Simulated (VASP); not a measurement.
# Ti (Fm-3m) in VASP: notebook

Ti is run at these levels: LDA; tasks: single point, relaxation of cell and atoms.

Program: VASP 6.6.1. These are calculated values, not measurements. Logs are shortened: lines on timing, memory, paths and dates and some standing lists are left out, and cuts for length are marked.

## Step 1: The cell of the first run

The structure is cubic, space group Fm-3m (No. 225). Conventional cell: a = 4.003 Å, b = 4.003 Å, c = 4.003 Å, α = 90.00°, β = 90.00°, γ = 90.00°. Within 3.7 Å of Ti (site symmetry m-3m) lie 12 Ti at 2.83 Å.

This isn't the form of Ti at room conditions, which is hcp.

## Step 2: Single point, LDA

File INCAR:

```
SYSTEM = Ti
PREC = Accurate
ENCUT = 500
EDIFF = 1E-6
ISMEAR = -1
SIGMA = 0.1
LREAL = .FALSE.
LASPH = .TRUE.
NELM = 120
ALGO = Normal
ISIF = 2
LWAVE = .FALSE.
LCHARG = .FALSE.
NBANDS = 12
GGA_COMPAT = .FALSE.
```

File KPOINTS:

```
regular mesh
0
G
  8 8 8
  0 0 0
```

File POSCAR:

```
Ti
1.0
    0.0000000000      2.0016967291      2.0016967291
    2.0016967291      0.0000000000      2.0016967291
    2.0016967291      2.0016967291      0.0000000000
Ti
1
Direct
    0.0000000000      0.0000000000      0.0000000000
```

Potentials or basis: VASP PAW LDA potentials, release 64 (Ti_sv).

On the command line:

```bash
> cat potpaw_LDA.64/Ti_sv/POTCAR > POTCAR
> mpirun -np 1 vasp_std > vasp.out
```

OUTCAR:

```text
SYSTEM = Ti
   PREC = Accurate
   ENCUT = 500
   EDIFF = 1E-6
   ISMEAR = -1
   LREAL = .FALSE.
   LASPH = .TRUE.
   NELM = 120
   ISIF = 2

 ion  position               nearest neighbor table
   1  0.000  0.000  0.000-

  LATTYP: Found a face centered cubic cell.
 ALAT       =     4.0033934582

  Lattice vectors:

 A1 = (   0.0000000000,   2.0016967291,   2.0016967291)
 A2 = (   2.0016967291,   0.0000000000,   2.0016967291)
 A3 = (   2.0016967291,   2.0016967291,   0.0000000000)

Analysis of symmetry for initial positions (statically):
=====================================================================
 Subroutine PRICEL returns:
 Original cell was already a primitive cell.

 Routine SETGRP: Setting up the symmetry group for a
 face centered cubic supercell.

 Subroutine GETGRP returns: Found 48 space group operations
 (whereof 48 operations were pure point group operations)
 out of a pool of 48 trial point group operations.

The static configuration has the point symmetry O_h .

Analysis of symmetry for dynamics (positions and initial velocities):
=====================================================================
 Subroutine PRICEL returns:
 Original cell was already a primitive cell.

 Routine SETGRP: Setting up the symmetry group for a
 face centered cubic supercell.

 Subroutine GETGRP returns: Found 48 space group operations
 (whereof 48 operations were pure point group operations)
 out of a pool of 48 trial point group operations.

The dynamic configuration has the point symmetry O_h .

 Subroutine INISYM returns: Found 48 space group operations
 (whereof 48 operations are pure point group operations),
 and found     1 'primitive' translations

----------------------------------------------------------------------------------------

                                     Primitive cell

  volume of cell :      16.0408

  direct lattice vectors                    reciprocal lattice vectors
     0.000000000  2.001696729  2.001696729    -0.249788089  0.249788089  0.249788089
     2.001696729  0.000000000  2.001696729     0.249788089 -0.249788089  0.249788089
     2.001696729  2.001696729  0.000000000     0.249788089  0.249788089 -0.249788089

  length of vectors
     2.830826662  2.830826662  2.830826662     0.432645661  0.432645661  0.432645661

  position of ions in fractional coordinates (direct lattice)
     0.000000000  0.000000000  0.000000000

  ion indices of the primitive-cell ions
   primitive index   ion index
                 1           1

----------------------------------------------------------------------------------------

 KPOINTS: regular mesh

Automatic generation of k-mesh.
 Grid dimensions read from file:
 generate k-points for:    8    8    8

 Generating k-lattice:

  Cartesian coordinates                     Fractional coordinates (reciprocal lattice)
    -0.031223511  0.031223511  0.031223511     0.125000000  0.000000000  0.000000000
     0.031223511 -0.031223511  0.031223511     0.000000000  0.125000000  0.000000000
     0.031223511  0.031223511 -0.031223511     0.000000000  0.000000000  0.125000000

  Length of vectors
     0.054080708  0.054080708  0.054080708

  Shift w.r.t. Gamma in fractional coordinates (k-lattice)
     0.000000000  0.000000000  0.000000000

 Subroutine IBZKPT returns following result:
 ===========================================

 Found     29 irreducible k-points:

 Following reciprocal coordinates:
            Coordinates               Weight
  0.000000  0.000000  0.000000      1.000000
  0.125000  0.000000  0.000000      8.000000
  0.250000  0.000000  0.000000      8.000000
  0.375000  0.000000  0.000000      8.000000
  0.500000  0.000000  0.000000      4.000000
  0.125000  0.125000  0.000000      6.000000
[... 16 lines left out ...]
  0.500000  0.250000  0.125000     48.000000
 -0.375000  0.250000  0.125000     24.000000
 [... further k-points ...]
   k-points           NKPTS =     29   k-points in BZ     NKDIM =     29   number of bands    NBANDS=     12
   number of dos      NEDOS =    301   number of ions     NIONS =      1
   total plane-waves  NPLWV =  13824
   dimension x,y,z NGX =    24 NGY =   24 NGZ =   24
   dimension x,y,z NGXF=    48 NGYF=   48 NGZF=   48
   ions per type =               1
   NGX,Y,Z   is equivalent  to a cutoff of  14.09, 14.09, 14.09 a.u.
   NGXF,Y,Z  is equivalent  to a cutoff of  28.19, 28.19, 28.19 a.u.
 SYSTEM =  Ti
   PREC   = accura    normal or accurate (medium, high low for compatibility)
   ISTART =      0    job   : 0-new  1-cont  2-samecut
   ICHARG =      2    charge: 1-file 2-atom 10-const
   ISPIN  =      1    spin polarized calculation?
   LNONCOLLINEAR =      F non collinear calculations
   LSORBIT =      F    spin-orbit coupling
   LASPH  =      T    aspherical Exc in radial PAW
   ENCUT  =  500.0 eV  36.75 Ry    6.06 a.u.   5.16  5.16  5.16*2*pi/ulx,y,z
   NELM   =    120;   NELMIN=  2; NELMDL= -5     # of ELM steps
   EDIFF  = 0.1E-05   stopping-criterion for ELM
   LREAL  =      F    real-space projection
[... 7 lines left out ...]
   TEBEG  =    0.0;   TEEND  =   0.0 temperature during run
   PSTRESS=    0.0 pullay stress
   NELECT =      12.0000    total number of electrons
   NUPDOWN=      -1.0000    fix difference up-down
   EMIN   =  10.00;   EMAX   =-10.00  energy-range for DOS
   EFERMI =   0.00;   METHOD = LEGACY
   ISMEAR =    -1;   SIGMA  =   0.10  broadening in eV -4-tet -1-fermi 0-gaus
   EFERMI_NEDOS =   21; number of points for ismear=-14 and -15
   IALGO  =     38    algorithm
   IMIX   =      4    mixing-type and parameters
     AMIX     =   0.40;   BMIX     =  1.00
     AMIX_MAG =   1.60;   BMIX_MAG =  1.00
  volume/ion in A,a.u.               =      16.04       108.25
  Fermi-wavevector in a.u.,A,eV,Ry     =   1.486142  2.808401 30.050072  2.208618
  Thomas-Fermi vector in A             =   2.599465
   LORBIT       =      0    0 simple, 1 ext, 2 COOP (PROOUT), +10 PAW based schemes
   GGA     = CA    functional components
   LHFCALC =     F    Hartree Fock is set to
   AEXX    =    0.0000 exact exchange contribution
   IVDW    =     0    specifies the selected vdW correction
   LEPSILON=     F    determine dielectric tensor
   LRPA    =     F    only Hartree local field effects (RPA)
 non-spin polarized calculation
  energy-cutoff  :      500.00
  volume of cell :       16.04
 maximum number of plane-waves:       416
 NGX is ok and might be reduce to    24
   NGX = 11   NGY = 11   NGZ = 11

 number of electron      11.9999999 magnetization

 Free energy of the ion-electron system (eV)
  ---------------------------------------------------
  ext. energy  EPLUGINS =         0.00000000
  ---------------------------------------------------
  free energy    TOTEN  =        -8.52242203 eV

  energy without entropy =       -8.46734048  energy(sigma->0) =       -8.49488125

 E-fermi :   8.8726     XC(G=0): -12.1688

 val. band max:        8.8548875942   @ k =  -0.3750   0.1250   0.0000
 cond. band min:       8.9173021504   @ k =   0.2500   0.0000   0.0000
 fundamental gap:      0.0624145562
 Fermi energy:         8.8725770896

 k-point     1 :       0.0000    0.0000    0.0000
  band No.  band energies     occupation
      1     -47.0295      2.00000
      2     -23.1505      2.00000
      3     -23.1505      2.00000
      4     -23.1505      2.00000
      5       2.6641      2.00000
      6       9.7510      0.00031
      7       9.7510      0.00031
      8       9.7510      0.00031
      9      11.5463      0.00000
     10      11.5463      0.00000
     11      24.6396      0.00000
     12      29.4298      0.00000

 k-point     2 :       0.1250    0.0000    0.0000
  band No.  band energies     occupation
      1     -47.0037      2.00000
      2     -23.2863      2.00000
      3     -23.1671      2.00000
      4     -23.1671      2.00000
      5       3.1980      2.00000
      6       9.4369      0.00706
      7       9.9285      0.00005
      8       9.9285      0.00005
      9      11.4439      0.00000
     10      11.4439      0.00000
     11      25.0200      0.00000
     12      26.7221      0.00000

 k-point     3 :       0.2500    0.0000    0.0000
  band No.  band energies     occupation
      1     -46.9411      2.00000
      2     -23.6065      2.00000
      3     -23.2070      2.00000
      4     -23.2070      2.00000
      5       4.5536      2.00000
      6       8.9173      0.78003
      7      10.0264      0.00002
      8      10.0264      0.00002
      9      11.6351      0.00000
     10      11.6351      0.00000
     11      22.7109      0.00000
     12      25.5190      0.00000
[... 286 lines left out ...]
 k-point    23 :       0.5000    0.2500    0.1250
  band No.  band energies     occupation
      1     -46.8435      2.00000
      2     -23.8463      2.00000
      3     -23.4663      2.00000
      4     -23.3094      2.00000
      5       6.7913      2.00000
      6       8.1933      1.99776
      7       8.9372      0.68766
      8      10.7144      0.00000
      9      12.1179      0.00000
     10      13.9181      0.00000
     11      19.8827      0.00000
     12      23.1375      0.00000

 k-point    24 :      -0.3750    0.2500    0.1250
  band No.  band energies     occupation
      1     -46.8222      2.00000
      2     -23.9169      2.00000
      3     -23.4968      2.00000
      4     -23.3362      2.00000
      5       7.1839      2.00000
      6       8.0341      1.99954
      7       9.1619      0.10500
      8      10.5243      0.00000
      9      12.6100      0.00000
     10      15.0206      0.00000
     11      17.6929      0.00000
     12      23.2913      0.00000

 [... further k-points ...]

------------------------ aborting loop because EDIFF is reached ----------------------------------------

  FORCE on cell =-STRESS in cart. coord.  units (eV):
  Direction    XX          YY          ZZ          XY          YZ          ZX
  --------------------------------------------------------------------------------------
  -------------------------------------------------------------------------------------
  Total       -0.0289877     -0.0289877     -0.0289877     -0.0000000     -0.0000000      0.0000000
  in kB       -2.8953439     -2.8953439     -2.8953439     -0.0000000     -0.0000000      0.0000000
  external PRESSURE =      -2.8953439 kB  Pullay stress =       0.0000000 kB

 VOLUME and BASIS-vectors are now :
 -----------------------------------------------------------------------------
  energy-cutoff  :      500.00
  volume of cell :       16.04
      direct lattice vectors                 reciprocal lattice vectors
     0.000000000  2.001696729  2.001696729    -0.249788089  0.249788089  0.249788089
     2.001696729  0.000000000  2.001696729     0.249788089 -0.249788089  0.249788089
     2.001696729  2.001696729  0.000000000     0.249788089  0.249788089 -0.249788089

 POSITION                                       TOTAL-FORCE (eV/Angst)
 -----------------------------------------------------------------------------------
      0.00000      0.00000      0.00000         0.000000      0.000000      0.000000
 -----------------------------------------------------------------------------------
    total drift:                               -0.000000      0.000000     -0.000000

  FREE ENERGIE OF THE ION-ELECTRON SYSTEM (eV)
  ---------------------------------------------------
  free  energy   TOTEN  =        -8.5224220313 eV

  energy  without entropy=       -8.4673404769  energy(sigma->0) =       -8.49488125
```

It took 10 s on 1 thread of Intel Xeon 8259CL, shared host; peak memory 0.12 GiB.

What came out:

* Free energy: -8.5224 eV
* Pressure: -0.3 GPa
* Band gap on the k mesh: zero (bands 6 and 7 overlap by 1.29 eV)

## Step 3: Relaxation of cell and atoms, LDA

This run uses another cell than the first one, of 17.61 Å³/atom.

File INCAR:

```
SYSTEM = Ti
ALGO     = Normal         ! electronic algorithm
EDIFF    = 1E-7           ! SCF threshold, eV
EDIFFG   = -0.02          ! ionic threshold
ENCUT    = 500            ! plane-wave cutoff, eV
GGA_COMPAT= .False.      
IBRION   = 2              ! ionic algorithm
ISIF     = 3              ! what is computed and relaxed
ISMEAR   = -1             ! smearing method
LASPH    = .True.         ! aspherical terms in the spheres
LCHARG   = .False.        ! write CHGCAR
LREAL    = .False.        ! projectors in reciprocal space
LWAVE    = .False.        ! write WAVECAR
NELM     = 120            ! most SCF steps
NELMIN   = 4            
NSW      = 50             ! ionic steps
PREC     = Accurate       ! precision mode
SIGMA    = 0.1            ! smearing width, eV
```

File KPOINTS:

```
k-points
0
Gamma
  8 8 8
  0 0 0
```

File POSCAR:

```
Ti
1.0
    0.0000000000      2.0650000000      2.0650000000
    2.0650000000      0.0000000000      2.0650000000
    2.0650000000      2.0650000000      0.0000000000
Ti
1
Direct
    0.0000000000      0.0000000000      0.0000000000
```

Potentials or basis: VASP PAW LDA potentials, release 64 (Ti_sv).

On the command line:

```bash
> cat potpaw_LDA.64/Ti_sv/POTCAR > POTCAR
> mpirun -np 1 vasp_std > vasp.out
```

OUTCAR:

```text
SYSTEM = Ti
   EDIFF = 1E-7
   EDIFFG = -0.02
   ENCUT = 500
   IBRION = 2
   ISIF = 3
   ISMEAR = -1
   LASPH = .True.
   LREAL = .False.
   NELM = 120
   NELMIN = 4
   NSW = 50
   PREC = Accurate

 ion  position               nearest neighbor table
   1  0.000  0.000  0.000-

  LATTYP: Found a face centered cubic cell.
 ALAT       =     4.1300000000

  Lattice vectors:

 A1 = (   0.0000000000,   2.0650000000,   2.0650000000)
 A2 = (   2.0650000000,   0.0000000000,   2.0650000000)
 A3 = (   2.0650000000,   2.0650000000,   0.0000000000)

Analysis of symmetry for initial positions (statically):
=====================================================================
 Subroutine PRICEL returns:
 Original cell was already a primitive cell.

 Routine SETGRP: Setting up the symmetry group for a
 face centered cubic supercell.

 Subroutine GETGRP returns: Found 48 space group operations
 (whereof 48 operations were pure point group operations)
 out of a pool of 48 trial point group operations.

The static configuration has the point symmetry O_h .

Analysis of symmetry for dynamics (positions and initial velocities):
=====================================================================
 Subroutine PRICEL returns:
 Original cell was already a primitive cell.

 Routine SETGRP: Setting up the symmetry group for a
 face centered cubic supercell.

 Subroutine GETGRP returns: Found 48 space group operations
 (whereof 48 operations were pure point group operations)
 out of a pool of 48 trial point group operations.

The dynamic configuration has the point symmetry O_h .

 Subroutine INISYM returns: Found 48 space group operations
 (whereof 48 operations are pure point group operations),
 and found     1 'primitive' translations

----------------------------------------------------------------------------------------

[... 128 lines left out ...]

--------------------------------------- Ionic step        1  -------------------------------------------

 number of electron      12.0000000 magnetization

 Free energy of the ion-electron system (eV)
  ---------------------------------------------------
  ext. energy  EPLUGINS =         0.00000000
  ---------------------------------------------------
  free energy    TOTEN  =        -8.47173399 eV

  energy without entropy =       -8.40942857  energy(sigma->0) =       -8.44058128

------------------------ aborting loop because EDIFF is reached ----------------------------------------

  FORCE on cell =-STRESS in cart. coord.  units (eV):
  Direction    XX          YY          ZZ          XY          YZ          ZX
  --------------------------------------------------------------------------------------
  -------------------------------------------------------------------------------------
  Total       -1.0593053     -1.0593053     -1.0593053     -0.0000000     -0.0000000      0.0000000
  in kB      -96.3699322    -96.3699322    -96.3699322     -0.0000000     -0.0000000      0.0000000
  external PRESSURE =     -96.3699322 kB  Pullay stress =       0.0000000 kB
[... 57 lines left out ...]
--------------------------------------- Ionic step        3  -------------------------------------------

 number of electron      11.9999999 magnetization

 Free energy of the ion-electron system (eV)
  ---------------------------------------------------
  ext. energy  EPLUGINS =         0.00000000
  ---------------------------------------------------
  free energy    TOTEN  =        -8.52313289 eV

  energy without entropy =       -8.46816160  energy(sigma->0) =       -8.49564725

 E-fermi :   8.8875     XC(G=0): -12.1753

 val. band max:        8.8706752857   @ k =  -0.3750   0.1250   0.0000
 cond. band min:       8.9319354066   @ k =   0.2500   0.0000   0.0000
 fundamental gap:      0.0612601208
 Fermi energy:         8.8874893077

 k-point     1 :       0.0000    0.0000    0.0000
  band No.  band energies     occupation
      1     -47.0129      2.00000
      2     -23.1318      2.00000
      3     -23.1318      2.00000
      4     -23.1318      2.00000
      5       2.6763      2.00000
      6       9.7666      0.00030
      7       9.7666      0.00030
      8       9.7666      0.00030
      9      11.5651      0.00000
     10      11.5651      0.00000
[... 287 lines left out ...]
 k-point    24 :      -0.3750    0.2500    0.1250
  band No.  band energies     occupation
      1     -46.8045      2.00000
      2     -23.9014      2.00000
      3     -23.4795      2.00000
      4     -23.3182      2.00000
      5       7.1970      2.00000
      6       8.0477      1.99955
      7       9.1776      0.10418
      8      10.5411      0.00000
      9      12.6307      0.00000
     10      15.0452      0.00000

 [... further k-points ...]

------------------------ aborting loop because EDIFF is reached ----------------------------------------

  FORCE on cell =-STRESS in cart. coord.  units (eV):
  Direction    XX          YY          ZZ          XY          YZ          ZX
  --------------------------------------------------------------------------------------
  -------------------------------------------------------------------------------------
  Total       -0.0054417     -0.0054417     -0.0054417     -0.0000000     -0.0000000      0.0000000
  in kB       -0.5442481     -0.5442481     -0.5442481     -0.0000000     -0.0000000      0.0000000
  external PRESSURE =      -0.5442481 kB  Pullay stress =       0.0000000 kB
[... 16 lines left out ...]
  FREE ENERGIE OF THE ION-ELECTRON SYSTEM (eV)
  ---------------------------------------------------
  free  energy   TOTEN  =        -8.5231328900 eV

  energy  without entropy=       -8.4681616039  energy(sigma->0) =       -8.49564725

 reached required accuracy - stopping structural energy minimisation
```

OSZICAR:

```text
N       E                     dE             d eps       ncg     rms          rms(c)
DAV:   1     0.785523047643E+02    0.78552E+02   -0.67550E+03   580   0.141E+03
DAV:   2    -0.559460224385E+01   -0.84147E+02   -0.82849E+02   598   0.313E+02
DAV:   3    -0.945928096101E+01   -0.38647E+01   -0.38365E+01   786   0.728E+01
[... 33 lines left out ...]
DAV:   7    -0.852310931226E+01   -0.62951E-03   -0.12134E-03   760   0.333E-01    0.849E-03
DAV:   8    -0.852313012216E+01   -0.20810E-04   -0.81306E-05   718   0.665E-02    0.287E-03
DAV:   9    -0.852313260242E+01   -0.24803E-05   -0.74918E-06   760   0.161E-02    0.139E-03
DAV:  10    -0.852313287360E+01   -0.27118E-06   -0.76708E-07   738   0.535E-03    0.377E-04
DAV:  11    -0.852313288997E+01   -0.16373E-07   -0.77358E-08   442   0.199E-03
   3 F= -.85231329E+01 E0= -.84956472E+01  d E =-.513989E-01
```

It took 27 s on 1 thread of Intel Xeon 8259CL, shared host; peak memory 0.13 GiB.

What came out:

* Free energy: -8.5231 eV
* Relaxed volume: 16.02 Å³/atom
* Relaxed cell: a = 2.830 Å, b = 2.830 Å, c = 2.830 Å, α = 60.00°, β = 60.00°, γ = 60.00°
* Space group after relaxing (to 0.1 Å): Fm-3m (No. 225)
* Energy gained by relaxing: 51.4 meV/atom
* Ionic steps: 3
* Pressure after relaxing: -0.1 GPa
* Band gap on the k mesh: zero (bands 6 and 7 overlap by 1.30 eV)

Step by step:
```csv
step,energy change (eV),largest force (eV/Å),pressure (GPa),volume (Å³)
1,0.0000,0.0000,-9.64,17.61
2,-0.0280,0.0000,8.14,15.05
3,-0.0514,0.0000,-0.05,16.02
```

Final structure:
```
Ti
1.0
     0.00000    2.00081    2.00081
     2.00081    0.00000    2.00081
     2.00081    2.00081    0.00000
Ti
1
Direct
  0.00000 0.00000 0.00000
```

The gap in the log of VASP goes by the Fermi energy; the results here count the filled bands.